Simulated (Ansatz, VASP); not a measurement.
## One calculation of Al, two programs

```
CELL_PARAMETERS angstrom
2.67183 0.00000 0.00000
-1.33592 2.31387 0.00000
0.00000 0.00000 5.11019
ATOMIC_POSITIONS crystal
Al 0.66667 0.33333 0.75000
Al 0.33333 0.66667 0.25000
```

Change from the starting cell: strain -0.050 along x and y, +0.050 along z, atoms carried along.

Alike in both runs: task single point; functional r2SCAN; k mesh 18 × 18 × 10; occupations gaussian, width 0.15 eV; no spin polarisation.

```csv
,VASP,Ansatz
version,VASP 6.6.1,Ansatz 0.2.0
potentials or method,"VASP PAW PBE potentials, release 64 (Al), cutoff 520 eV","scalar-relativistic, plane waves, PAW"
valence electrons in the cell,6,6
```

```tsv
	VASP	Ansatz	Ansatz less VASP
gap on the k mesh at the Fermi level (eV)	none	none	-
pressure (GPa)	4.2	4.5	+0.33
traceless stress, the component that is largest in VASP (GPa)	-10.29	-10.34	-0.054
```

VASP's potentials were made for PBE, not for r2SCAN. A gap of «none» marks a metal or a gap that the smearing closes. With one functional, cell and mesh, what is left measures potentials, basis and numerics.
